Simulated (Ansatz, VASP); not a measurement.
One calculation of TaN, two programs

The input INCAR:

```
PREC     = Accurate       # precision mode
ENCUT    = 520            # plane-wave cutoff, eV
EDIFF    = 1E-6           # SCF threshold, eV
ISMEAR   = 0              # smearing method
SIGMA    = 0.15           # smearing width, eV
LREAL    = F              # projectors in reciprocal space
LASPH    = T              # aspherical terms in the spheres
NELM     = 100            # most SCF steps
ALGO     = Normal         # electronic algorithm
ISIF     = 2              # what is computed and relaxed
LWAVE    = F              # write WAVECAR
LCHARG   = T              # write CHGCAR
GGA      = PS             # functional
LELF     = T              # ELF
LVHAR    = T            
NBANDS   = 24             # bands
```

The input KPOINTS:

```
regular mesh
0
Gamma
  18 18 10
```

The input POSCAR:

```
TaN
1.0
    3.0957511069      0.0000000000      0.0000000000
   -1.5478755535      2.6809991023      0.0000000000
    0.0000000000      0.0000000000      5.0882000000
Ta N
2 2
Direct
    0.3333333333      0.6666666667      0.0000000000
    0.6666666667      0.3333333333      0.5000000000
    0.3333333333      0.6666666667      0.3850000000
    0.6666666667      0.3333333333      0.8850000000
```

Input for Ansatz:

```yaml
crystal:
  lattice:
    - [3.0957511069, 0.0, 0.0]
    - [-1.5478755535, 2.6809991023, 0.0]
    - [0.0, 0.0, 5.0882]
  atoms:
    - { symbol: Ta, position: [0.3333333333, 0.6666666667, 0.0] }
    - { symbol: Ta, position: [0.6666666667, 0.3333333333, 0.5] }
    - { symbol: "N", position: [0.3333333333, 0.6666666667, 0.385] }
    - { symbol: "N", position: [0.6666666667, 0.3333333333, 0.885] }
basis:
  ecutwfc: 420
kpoints:
  mp_grid: { grid: [18, 18, 10] }
hamiltonian:
  xc: pbesol
scf:
  occupations: { method: gaussian, width: 0.15 }
output:
  forces: true
  stress: true
  eigenvalues: true
  write_density: true
  write_potential: true
  elf: true
  volumetric_format: npy
```

Change from the starting cell: strain +0.015 along x and y, +0.030 along z, atoms carried along.

Alike in both runs: task single point; functional PBEsol; k mesh 18 × 18 × 10; occupations gaussian, width 0.15 eV; no spin polarisation.

```csv
,VASP,Ansatz
version,VASP 6.6.1,Ansatz 0.2.0
potentials or method,"VASP PAW PBE potentials, release 64 (Ta_pv, N), cutoff 520 eV","scalar-relativistic, plane waves, PAW"
valence electrons in the cell,32,36
```

```csv
,VASP,Ansatz,Ansatz less VASP
gap on the k mesh at the Fermi level (eV),none,none,-
pressure (GPa),91.3,88.8,-2.53
"traceless stress, the component that is largest in VASP (GPa)",-17.31,-16.84,+0.478
rms of the force components (eV/Å),1.607,1.575,-0.0312
```

VASP's potentials were made for PBE, not for PBEsol. Atom by atom the forces differ by 0.031 eV/Å (rms over components). A gap of «none» marks a metal or a gap that the smearing closes. Both programs put the cell under a high pressure, so it lies far from rest at this level. With one functional, cell and mesh, what is left measures potentials, basis and numerics. VASP's potentials hold 32 valence electrons a cell and Ansatz's 36, so a difference there can come from the potentials and not from the codes.

Neither program's run includes spin-orbit coupling. Noted on VASP's run: the cell as given lies far from equilibrium.
